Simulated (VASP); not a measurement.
Rh: single point with PBEsol

Rh:

```
Rh
1.0
     1.51393    1.51393    1.51393
    -1.51393    1.51393    1.51393
    -1.51393   -1.51393    1.51393
Rh
1
Cartesian
  0.0000 0.0000 0.0000
```

| Item | Value |
| --- | --- |
| Program | VASP 6.6.1 |
| Task | single point |
| Functional | PBEsol |
| Potentials or basis | VASP PAW PBE potentials, release 64 (Rh_pv) |
| Cutoff | 520 eV |
| k mesh | 20 × 20 × 20 |
| Occupations | gaussian, width 0.05 eV |
| Spin | no spin polarisation |
| Dipole correction | no |
| Further INCAR settings | ALGO = Normal; EDIFF = 1e-07; NBANDS = 14 |

```
Pressure : 0.0 GPa
```

Levels at points of the mesh, in eV from the Fermi level:
| k point | band 5 | band 6 | band 7 | band 8 | band 9 | band 10 |
| --- | --- | --- | --- | --- | --- | --- |
| (0.00, 0.00, 0.00) | -2.94 | -2.94 | -2.94 | -0.43 | -0.43 | 18.44 |
| (0.50, 0.00, 0.00) | -4.48 | -0.50 | -0.08 | 1.26 | 1.65 | 9.42 |
| (0.50, 0.50, 0.50) | -5.90 | 1.13 | 1.13 | 1.13 | 9.45 | 9.45 |

It took 23 s on 1 thread of Intel(R) Xeon(R) Platinum 8559C (Emerald Rapids), with other jobs on the host, peak memory 0.15 GiB.

Caveat: the PAW data sets were made with another functional, which shifts forces and pressure a little.
